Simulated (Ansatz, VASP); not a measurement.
S in VASP and in Ansatz

The input INCAR:

```
PREC = Accurate
ENCUT = 520
EDIFF = 1E-7
ISMEAR = -1
SIGMA = 0.05
LREAL = False
LASPH = True
NELM = 100
ALGO = Normal
ISIF = 2
LWAVE = False
LCHARG = True
LELF = True
LVHAR = True
NBANDS = 13
```

The input KPOINTS:

```
Automatic mesh
0
Gamma
  13 13 13
```

Contents of POSCAR:

```
S
1.0
    0.0000000000      2.7693600248      2.7693600248
    2.7693600248      0.0000000000      2.7693600248
    2.7693600248      2.7693600248      0.0000000000
S
2
Direct
   -0.1250000000     -0.1250000000     -0.1250000000
    0.1250000000      0.1250000000      0.1250000000
```

Input for Ansatz:

```yaml
crystal:
  lattice:
    - [0.0, 2.7693600248, 2.7693600248]
    - [2.7693600248, 0.0, 2.7693600248]
    - [2.7693600248, 2.7693600248, 0.0]
  atoms:
    - { symbol: S, position: [-0.125, -0.125, -0.125] }
    - { symbol: S, position: [0.125, 0.125, 0.125] }
kpoints:
  mp_grid: { grid: [13, 13, 13] }
scf:
  occupations: { method: fermi_dirac, width: 0.05 }
hamiltonian:
  xc: lda
  pseudopotentials: { kind: all_electron, lapw: { basis_error: 0.001 } }
output:
  forces: true
  stress: true
  eigenvalues: true
  populations: true
```

Change from the starting cell: volume scaled by 0.95, LAPW.

Alike in both runs: task single point; functional LDA; k mesh 13 × 13 × 13; occupations fermi-dirac, width 0.05 eV; no spin polarisation.

|  | VASP | Ansatz |
| --- | --- | --- |
| version | VASP 6.6.1 | Ansatz 0.2.0 |
| potentials or method | VASP PAW LDA potentials, release 64 (S), cutoff 520 eV | all-electron LAPW, scalar-relativistic |

```tsv
	VASP	Ansatz	Ansatz less VASP
pressure (GPa)	2.9	2.9	+0.03
```

LDA's correlation is that of Perdew and Zunger in VASP and of Perdew and Wang (1992) in Ansatz. Ansatz ran all-electron here, and VASP with PAW potentials.
